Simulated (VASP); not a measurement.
K2Ge, 3 atoms in the cell. Symmetry: I4/mmm, No. 139, tetragonal system. Conventional cell: a = 4.198 Å, b = 4.198 Å, c = 10.183 Å, α = 90.00°, β = 90.00°, γ = 90.00°. K (site symmetry 4mm) has 9 K at 3.36 to 4.20 Å and 5 Ge at 3.41 Å within 4.4 Å. Within 4.5 Å of Ge (site symmetry 4/mmm) lie 10 K at 3.41 Å and 4 Ge at 4.20 Å. 

```yaml
Program: VASP 6.6.1
Task: relaxation of cell and atoms
Functional: PBE
Potentials_or_basis: VASP PAW PBE potentials, release 64 (K_sv, Ge_d)
Cutoff: 600 eV
k_mesh: 6 × 6 × 6
Occupations: gaussian, width 0.1 eV
Spin: no spin polarisation
Dipole_correction: no
Further_INCAR_settings: ALGO = Normal; EDIFF = 1e-06; IBRION = 2; EDIFFG = -0.04; NSW = 90; ISIF = 3
```

Potentials or basis: VASP PAW PBE potentials, release 64 (K_sv, Ge_d).

Run with:

```sh
$ cat potpaw_PBE.64/K_sv/POTCAR potpaw_PBE.64/Ge_d/POTCAR > POTCAR
$ mpirun -np 1 vasp_std > vasp.out
```

Hardware: 1 thread of AMD EPYC 7R43 64-Core Processor (Zen 3), with other jobs on the host.

Problem. Estimate the wall time of this run.

Solution. Wall time 24 min on 1 thread of AMD EPYC 7R43 64-Core Processor (Zen 3), with other jobs on the host, peak memory 0.37 GiB. Counts: scf iterations 114, k points 30, ion steps 13.
